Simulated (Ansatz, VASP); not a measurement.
**V in VASP and in Ansatz**

File INCAR:

```
PREC = Accurate
ENCUT = 520
EDIFF = 1E-7
ISMEAR = -1
SIGMA = 0.05
LREAL = False
LASPH = True
NELM = 100
ALGO = Normal
ISIF = 2
LWAVE = False
LCHARG = False
GGA = PS
NBANDS = 20
```

File KPOINTS:

```
Automatic mesh
0
Gamma
  16 16 9
```

The input POSCAR:

```
V
1.0
    2.5307007311      0.0000000000      0.0000000000
   -1.2653503656      2.1916511225      0.0000000000
    0.0000000000      0.0000000000      4.5610250654
V
2
Direct
    0.3333333333      0.6666666667      0.2500000000
    0.6666666667      0.3333333333      0.7500000000
```

Input for Ansatz:

```yaml
crystal:
  lattice:
    - [2.5307007311, 0.0, 0.0]
    - [-1.2653503656, 2.1916511225, 0.0]
    - [0.0, 0.0, 4.5610250654]
  atoms:
    - { symbol: V, position: [0.3333333333, 0.6666666667, 0.25] }
    - { symbol: V, position: [0.6666666667, 0.3333333333, 0.75] }
kpoints:
  mp_grid: { grid: [16, 16, 9] }
scf:
  occupations: { method: fermi_dirac, width: 0.05 }
hamiltonian:
  xc: pbesol
  pseudopotentials: { kind: all_electron, lapw: { basis_error: 0.001 } }
output:
  forces: true
  stress: true
  eigenvalues: true
  populations: true
```

Change from the starting cell: volume scaled by 0.95, LAPW.

Alike in both runs: task single point; functional PBEsol; k mesh 16 × 16 × 9; occupations fermi-dirac, width 0.05 eV; no spin polarisation.

|  | VASP | Ansatz |
| --- | --- | --- |
| version | VASP 6.6.1 | Ansatz 0.2.0 |
| potentials or method | VASP PAW PBE potentials, release 64 (V_sv), cutoff 520 eV | all-electron LAPW, scalar-relativistic |

VASP gave:

- pressure (GPa): 10.9
- traceless stress, the component that is largest in VASP (GPa): 0.05

Task: Estimate Ansatz's values.

Result: Pressure (GPa): 10.6; traceless stress, the component that is largest in VASP (GPa): 0.09.

VASP's potentials were made for PBE, not for PBEsol. Ansatz ran all-electron here, and VASP with PAW potentials.
